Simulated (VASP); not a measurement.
Write the native input for VASP 6.6.1 that does the following.

* Task: relaxation of cell and atoms
* Functional: PBE
* Potentials or basis: VASP PAW PBE potentials, release 64 (Bi_d)
* Cutoff: 600 eV
* k mesh: 7 × 7 × 4
* Occupations: fermi-dirac, width 0.1 eV
* Spin: no spin polarisation
* Dipole correction: no
* Further INCAR settings: ALGO = Normal; EDIFF = 1e-07; IBRION = 2; EDIFFG = -0.01; NSW = 80; ISIF = 3

The structure of Bi lies in POSCAR:

```
Bi
1.0
    3.6700000000      0.0000000000      0.0000000000
   -1.8350000000      3.1783132319      0.0000000000
    0.0000000000      0.0000000000      5.9931100000
Bi
2
Direct
    0.3333333333      0.6666666667      0.2500000000
    0.6666666667      0.3333333333      0.7500000000
```

This isn't the form of Bi at room conditions, which is rhombohedral.

One way to write it, as run:

INCAR

```
SYSTEM = Bi
PREC     = Accurate       ! precision mode
ENCUT    = 600            ! plane-wave cutoff, eV
EDIFF    = 1E-7           ! SCF threshold, eV
ISMEAR   = -1             ! smearing method
SIGMA    = 0.1            ! smearing width, eV
LREAL    = .False.        ! projectors in reciprocal space
LASPH    = .True.         ! aspherical terms in the spheres
NELM     = 100            ! most SCF steps
ALGO     = Normal         ! electronic algorithm
ISIF     = 3              ! what is computed and relaxed
LWAVE    = .False.        ! write WAVECAR
LCHARG   = .False.        ! write CHGCAR
GGA      = PE             ! functional
IBRION   = 2              ! ionic algorithm
NSW      = 80             ! ionic steps
EDIFFG   = -0.01          ! ionic threshold
```

KPOINTS

```
regular mesh
0
Gamma
  7 7 4
  0 0 0
```

Potentials or basis: VASP PAW PBE potentials, release 64 (Bi_d).

Command:

```console
$ cat potpaw_PBE.64/Bi_d/POTCAR > POTCAR
$ mpirun -np 1 vasp_std > vasp.out
```

It gave:

```
Relaxed volume                        : 31.79 Å³/atom
Relaxed cell                          : a = 3.571 Å, b = 3.571 Å, c = 5.756 Å, α = 90.00°, β = 90.00°, γ = 120.00°
Space group after relaxing (to 0.1 Å) : P6_3/mmc (No. 194)
Energy gained by relaxing             : 43.2 meV/atom
Ionic steps                           : 8
Pressure after relaxing               : 0.0 GPa
Band gap on the k mesh                : zero (bands 15 and 16 overlap by 6.03 eV)
```

Caveat: spin-orbit coupling is left out, which moves the levels of the heavy elements.

Wall time 4.8 min on 1 thread of Intel Xeon 8259CL (shared host), peak memory 0.22 GiB.
